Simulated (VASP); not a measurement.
The system is ScTeI4.

```
CELL_PARAMETERS angstrom
4.73137 0.00000 0.00000
-2.36568 4.09748 0.00000
0.00000 0.00000 9.99629
ATOMIC_POSITIONS crystal
Sc 0.00000 0.00000 0.50000
Te 0.00000 0.00000 0.00000
I 0.33333 0.66667 0.74380
I 0.33333 0.66667 0.25620
I 0.66667 0.33333 0.74380
I 0.66667 0.33333 0.25620
```

The cell was built from a structure type or drawn by symmetry, and may not be a known phase.

- Program: VASP 6.6.1
- Task: relaxation of cell and atoms
- Functional: PBE
- Potentials or basis: VASP PAW PBE potentials, release 64 (Sc_sv, Te, I)
- Cutoff: 600 eV
- k mesh: 6 × 6 × 2
- Occupations: gaussian, width 0.1 eV
- Spin: no spin polarisation

At the start: pressure 11.7 GPa; volume 32.30 Å³/atom.

Q: Where does the relaxation end?

A: Over 14 steps the energy falls by 1238.5 meV/atom and the volume is 35.57 Å³/atom (+10.1 %); space group P6/mmm (No. 191, to 0.1 Å) before and after.

The path:
```
step  energy change (eV)  largest force (eV/Å)  pressure (GPa)  volume (Å³)
   1              0.0000                0.7389           11.71       193.80
   2             -3.8714                0.6105           -2.49       263.22
   3             -3.8735                0.6054           -2.57       264.46
   4             -4.7183                0.5247           -2.70       245.16
   5             -6.1414                1.3332            3.50       184.74
   6             -6.3489                2.7539            5.76       182.89
   7             -6.3737                2.4071            5.08       183.34
   8             -6.8769                1.8879            3.52       190.76
   9             -7.2871                0.7531            2.42       204.71
  10             -7.2888                0.5840            2.44       206.25
  11             -7.4282                0.1275            0.00       213.14
  12             -7.4282                0.1326            0.04       213.05
  13             -7.4297                0.0816            0.05       213.18
  14             -7.4308                0.0122            0.08       213.41
```

Final structure:
```
Sc Te I
1.0
     6.40847    0.00000    0.00000
    -3.20423    5.54990    0.00000
     0.00000    0.00000    6.00025
Sc Te I
1 1 4
Direct
  0.00000 0.00000 0.50000
  0.00000 0.00000 0.00000
  0.33333 0.66667 0.74921
  0.33333 0.66667 0.25079
  0.66667 0.33333 0.74921
  0.66667 0.33333 0.25079
```

Caveat: a cell axis changed by over 15 % at a fixed basis, so the end point is rough; an odd number of electrons without spin polarisation forces a metal; a magnetic or distorted state may lie lower.
